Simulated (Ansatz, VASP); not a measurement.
This is a calculation of Cu for Ansatz 0.2.0.

The input input.yaml:

```yaml
crystal:
  lattice:
    - [-1.34518055, 1.47982721, 1.36482019]
    - [1.38999253, -1.49707158, 1.42988501]
    - [2.59078857, 2.83251427, 0.02890408]
  atoms:
    - { symbol: Cu, position: [0.00900666, 0.98822663, 0.00108772] }
    - { symbol: Cu, position: [0.49099334, 0.51177337, 0.49891228] }
kpoints:
  mp_grid: { grid: [12, 11, 7] }
scf:
  occupations: { method: fermi_dirac, width: 0.05 }
hamiltonian:
  xc: pbe
  pseudopotentials: { kind: all_electron, lapw: { basis_error: 0.001 } }
output:
  forces: true
  stress: true
  eigenvalues: true
  populations: true
```

Potentials or basis: all-electron LAPW, scalar-relativistic.

Command:

```console
$ ansatz run input.yaml --threads 2 --pin off --max-ram 6144MiB --backend cpu --events-out ev --progress --plain --runs-dir out
```

Question: Translate it to VASP 6.6.1. Potentials there: VASP PAW PBE potentials, release 64 (Cu).

Answer: As run (the cutoff follows the program's own potentials):

The input INCAR:

```
ALGO = Fast ; EDIFF = 1E-6
ENCUT = 520 ; GGA = PE
ISIF = 2 ; ISMEAR = -1
LASPH = True ; LCHARG = False
LREAL = False ; LWAVE = False
NBANDS = 18 ; NELM = 60
PREC = Accurate ; SIGMA = 0.05
```

The input KPOINTS:

```
k-points
0
Gamma
  12 11 7
```

File POSCAR:

```
Cu
1.0
   -1.3451805500      1.4798272100      1.3648201900
    1.3899925300     -1.4970715800      1.4298850100
    2.5907885700      2.8325142700      0.0289040800
Cu
2
Direct
    0.0090066600      0.9882266300      0.0010877200
    0.4909933400      0.5117733700      0.4989122800
```

Potentials or basis: VASP PAW PBE potentials, release 64 (Cu).

Command:

```bash
$ cat potpaw_PBE.64/Cu/POTCAR > POTCAR
$ mpirun -np 1 vasp_std > vasp.out
```

Both were run:

|  | VASP | Ansatz | Ansatz less VASP |
| --- | --- | --- | --- |
| gap on the k mesh at the Fermi level (eV) | none | none | - |
| pressure (GPa) | 21.7 | 19.9 | -1.79 |
| traceless stress, the component that is largest in VASP (GPa) | 6.99 | 7.05 | +0.060 |
| rms of the force components (eV/Å) | 0.084 | 0.084 | 0.0000 |

Atom by atom the forces differ by 0.000 eV/Å (rms over components). A gap of «none» marks a metal or a gap that the smearing closes. Ansatz ran all-electron here, and VASP with PAW potentials.
